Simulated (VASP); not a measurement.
# BaTe (Fm-3m) in VASP: further runs, part 2 of 2

VASP 6.6.1. Earlier steps stand in the parts before.

## 3. Single point, PBE

This run uses another cell than the first one, of 44.08 Å³/atom, 0.864 times its volume.

Input file INCAR:

```
PREC = Accurate ; ENCUT = 520
EDIFF = 1E-7 ; ISMEAR = 0
SIGMA = 0.01 ; LREAL = F
LASPH = T ; NELM = 100
ALGO = Normal ; ISIF = 2
LWAVE = F ; LCHARG = T
GGA = PE ; LELF = T
LVHAR = T ; NBANDS = 15
```

Input file KPOINTS:

```
regular mesh
0
Gamma
  4 4 4
```

Input file POSCAR:

```
BaTe
1.0
    0.0000000000      3.5323868452      3.5323868452
    3.5323868452      0.0000000000      3.5323868452
    3.5323868452      3.5323868452      0.0000000000
Ba Te
1 1
Direct
    0.0000000000      0.0000000000      0.0000000000
    0.5000000000      0.5000000000      0.5000000000
```

Potentials or basis: VASP PAW PBE potentials, release 64 (Ba_sv, Te).

On the command line:

```console
cat potpaw_PBE.64/Ba_sv/POTCAR potpaw_PBE.64/Te/POTCAR > POTCAR
mpirun -np 1 vasp_std > vasp.out
```

OUTCAR:

```text
PREC = Accurate
   ENCUT = 520
   EDIFF = 1E-7
   ISMEAR = 0
   LREAL = F
   LASPH = T
   NELM = 100
   ISIF = 2
   GGA = PE

 ion  position               nearest neighbor table
   1  0.000  0.000  0.000-   2 3.53   2 3.53   2 3.53   2 3.53   2 3.53   2 3.53
   2  0.500  0.500  0.500-   1 3.53   1 3.53   1 3.53   1 3.53   1 3.53   1 3.53

  LATTYP: Found a face centered cubic cell.
 ALAT       =     7.0647736904

  Lattice vectors:

 A1 = (   0.0000000000,   3.5323868452,   3.5323868452)
 A2 = (   3.5323868452,   0.0000000000,   3.5323868452)
 A3 = (   3.5323868452,   3.5323868452,   0.0000000000)

Analysis of symmetry for initial positions (statically):
=====================================================================
 Subroutine PRICEL returns:
 Original cell was already a primitive cell.

 Routine SETGRP: Setting up the symmetry group for a
 face centered cubic supercell.

 Subroutine GETGRP returns: Found 48 space group operations
 (whereof 48 operations were pure point group operations)
 out of a pool of 48 trial point group operations.

The static configuration has the point symmetry O_h .

Analysis of symmetry for dynamics (positions and initial velocities):
=====================================================================
 Subroutine PRICEL returns:
 Original cell was already a primitive cell.

 Routine SETGRP: Setting up the symmetry group for a
 face centered cubic supercell.

 Subroutine GETGRP returns: Found 48 space group operations
 (whereof 48 operations were pure point group operations)
 out of a pool of 48 trial point group operations.

The dynamic configuration has the point symmetry O_h .

 Subroutine INISYM returns: Found 48 space group operations
 (whereof 48 operations are pure point group operations),
 and found     1 'primitive' translations

[... 103 lines left out ...]
   LHFCALC =     F    Hartree Fock is set to
   AEXX    =    0.0000 exact exchange contribution
   IVDW    =     0    specifies the selected vdW correction
   LEPSILON=     F    determine dielectric tensor
   LRPA    =     F    only Hartree local field effects (RPA)
 non-spin polarized calculation
 Gauss-broadening in eV      SIGMA  =   0.01
  energy-cutoff  :      520.00
  volume of cell :       88.15
 maximum number of plane-waves:      2421
 NGX is ok and might be reduce to    40
   NGX = 19   NGY = 19   NGZ = 19

 number of electron      16.0000000 magnetization

 Free energy of the ion-electron system (eV)
  ---------------------------------------------------
  ext. energy  EPLUGINS =         0.00000000
  ---------------------------------------------------
  free energy    TOTEN  =        -8.61980846 eV

  energy without entropy =       -8.61980846  energy(sigma->0) =       -8.61980846

 E-fermi :   2.2147     XC(G=0):  -8.1331

 val. band max:        2.1129929625   @ k =   0.0000   0.0000   0.0000
 cond. band min:       3.6848564646   @ k =   0.5000   0.5000   0.0000
 fundamental gap:      1.5718635020
 Fermi energy:         2.2146722294

 k-point     1 :       0.0000    0.0000    0.0000
  band No.  band energies     occupation
      1     -24.9909      2.00000
      2     -10.1353      2.00000
      3     -10.1353      2.00000
      4     -10.1353      2.00000
      5      -7.3659      2.00000
      6       2.1130      2.00000
      7       2.1130      2.00000
      8       2.1130      2.00000
      9       4.9142      0.00000
     10       5.0476      0.00000
     11       5.0476      0.00000
     12       5.0476      0.00000
     13       5.6353      0.00000
     14       5.6353      0.00000
[... 113 lines left out ...]
      2     -10.2651      2.00000
      3     -10.2651      2.00000
      4     -10.2651      2.00000
      5      -6.9891      2.00000
      6       0.8801      2.00000
      7       1.1818      2.00000
      8       1.1818      2.00000
      9       5.6113      0.00000
     10       5.6113      0.00000
     11       6.8479      0.00000
     12       7.1313      0.00000
     13       7.7588      0.00000
     14      10.0279      0.00000
     15      10.1580      0.00000

------------------------ aborting loop because EDIFF is reached ----------------------------------------

  FORCE on cell =-STRESS in cart. coord.  units (eV):
  Direction    XX          YY          ZZ          XY          YZ          ZX
  --------------------------------------------------------------------------------------
  -------------------------------------------------------------------------------------
  Total        0.1944349      0.1944349      0.1944349      0.0000000      0.0000000      0.0000000
  in kB        3.5338665      3.5338665      3.5338665      0.0000000      0.0000000      0.0000000
  external PRESSURE =       3.5338665 kB  Pullay stress =       0.0000000 kB

 VOLUME and BASIS-vectors are now :
 -----------------------------------------------------------------------------
  energy-cutoff  :      520.00
  volume of cell :       88.15
      direct lattice vectors                 reciprocal lattice vectors
     0.000000000  3.532386845  3.532386845    -0.141547351  0.141547351  0.141547351
     3.532386845  0.000000000  3.532386845     0.141547351 -0.141547351  0.141547351
     3.532386845  3.532386845  0.000000000     0.141547351  0.141547351 -0.141547351

 POSITION                                       TOTAL-FORCE (eV/Angst)
 -----------------------------------------------------------------------------------
      0.00000      0.00000      0.00000         0.000000      0.000000      0.000000
      3.53239      3.53239      3.53239        -0.000000     -0.000000     -0.000000
 -----------------------------------------------------------------------------------
    total drift:                                0.000000     -0.000000     -0.000000

  FREE ENERGIE OF THE ION-ELECTRON SYSTEM (eV)
  ---------------------------------------------------
  free  energy   TOTEN  =        -8.6198084552 eV

  energy  without entropy=       -8.6198084552  energy(sigma->0) =       -8.61980846
```

It took 14 s on 1 thread of Intel Xeon Platinum 8375C at 2.90GHz (Ice Lake), shared host; peak memory 0.23 GiB.

Results:

```
Free energy            : -8.6198 eV
Pressure               : 0.4 GPa
Band gap on the k mesh : 1.57 eV, indirect (least direct gap 1.96 eV)
```

Caveat: spin-orbit coupling is left out, which moves the levels of the heavy elements. A k mesh can miss the band edges.

## 4. Single point, PBE (strain +5.0%)

Input file INCAR:

```
SYSTEM = BaTe
PREC = Accurate
ENCUT = 520
EDIFF = 1E-7
ISMEAR = 0
SIGMA = 0.01
LREAL = .FALSE.
LASPH = .TRUE.
NELM = 80
ALGO = Normal
ISIF = 2
LWAVE = .FALSE.
LCHARG = .FALSE.
GGA = PE
NBANDS = 15
```

Input file KPOINTS:

```
Automatic mesh
0
G
  4 4 4
  0 0 0
```

Input file POSCAR:

```
BaTe
1.0
    0.0000000000      3.7090061875      3.7090061875
    3.7090061875      0.0000000000      3.7090061875
    3.7090061875      3.7090061875      0.0000000000
Ba Te
1 1
Direct
    0.0000000000      0.0000000000      0.0000000000
    0.5000000000      0.5000000000      0.5000000000
```

On the command line:

```console
cat potpaw_PBE.64/Ba_sv/POTCAR potpaw_PBE.64/Te/POTCAR > POTCAR
mpirun -np 1 vasp_std > vasp.out
```

Run time: 15 s. Hardware: 1 thread of Intel Xeon Platinum 8375C at 2.90GHz (Ice Lake), shared host; peak memory 0.23 GiB.

It converged, with:

| Property | Result |
| --- | --- |
| Free energy | -8.4931 eV |
| Pressure | -2.8 GPa |
| Band gap on the k mesh | 1.81 eV, indirect (least direct gap 2.18 eV) |

Levels at points of the mesh, in eV from the valence-band top:
| k point | band 6 | band 7 | band 8 | band 9 | band 10 | band 11 |
| --- | --- | --- | --- | --- | --- | --- |
| (0.00, 0.00, 0.00) | 0.00 | 0.00 | 0.00 | 2.29 | 2.96 | 2.96 |
| (0.50, 0.00, 0.00) | -1.80 | -0.83 | -0.83 | 3.92 | 4.31 | 4.47 |
| (0.50, 0.50, 0.00) | -1.04 | -0.36 | -0.36 | 1.81 | 3.92 | 4.10 |

Caveat: the cell differs from its parent crystal (strain +5.0%); spin-orbit coupling is left out, which moves the levels of the heavy elements.

## 5. Summary

```csv
level,cell,grid for exact exchange (PRECFOCK),screening parameter,gap on the mesh (eV),pressure (GPa)
HSE06,"a = 5.245 Å, angles 60.0°, 2 atoms",Normal,0.2079 1/Å,2.54,-3.2
PBE,"a = 4.996 Å, angles 60.0°, 2 atoms",-,-,1.57,0.4
PBE,"a = 5.245 Å, angles 60.0°, 2 atoms",-,-,1.81,-2.8
```

Alike in all rows: task single point; potentials or basis VASP PAW PBE potentials, release 64 (Ba_sv, Te); no spin polarisation; k mesh 4 × 4 × 4; cutoff (eV) 520; smearing gaussian 0.01 eV.

Caveats: spin-orbit coupling is left out, which moves the levels of the heavy elements; the PAW data sets were made with another functional, which shifts forces and pressure a little (some runs).

Total energies depend on the potentials used, so only differences within one code and one set of settings carry meaning.
